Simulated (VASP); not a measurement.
Here is a VASP 6.6.1 calculation.

Contents of INCAR:

```
PREC = Accurate ; ENCUT = 520
EDIFF = 1E-6 ; ISMEAR = 0
SIGMA = 0.1 ; LREAL = F
LASPH = T ; NELM = 100
ALGO = Normal ; ISIF = 2
LWAVE = F ; LCHARG = F
GGA = PE ; NBANDS = 35
```

Contents of KPOINTS:

```
Automatic mesh
0
Gamma
  8 8 8
```

The input POSCAR:

```
SrRe6
1.0
   -3.4691825500      3.4691825500      3.4691825500
    3.4691825500     -3.4691825500      3.4691825500
    3.4691825500      3.4691825500     -3.4691825500
Sr Re
1 6
Direct
    0.0000000000      0.0000000000      0.0000000000
    0.7500000000      0.2500000000      0.5000000000
    0.2500000000      0.7500000000      0.5000000000
    0.5000000000      0.2500000000      0.7500000000
    0.7500000000      0.5000000000      0.2500000000
    0.5000000000      0.7500000000      0.2500000000
    0.2500000000      0.5000000000      0.7500000000
```

Potentials or basis: VASP PAW PBE potentials, release 64 (Sr_sv, Re).

The run is started by

```bash
$ cat potpaw_PBE.64/Sr_sv/POTCAR potpaw_PBE.64/Re/POTCAR > POTCAR
$ mpirun -np 1 vasp_std > vasp.out
```

Q: What does it give for the band gap on the k mesh?

A: Zero (band 26 reaches 4.76 eV, above the bottom of band 27 at 2.75 eV).

Q: What does it give for the pressure?

A: -1.2 GPa.

Caveat: spin-orbit coupling is left out, which moves the levels of the heavy elements.
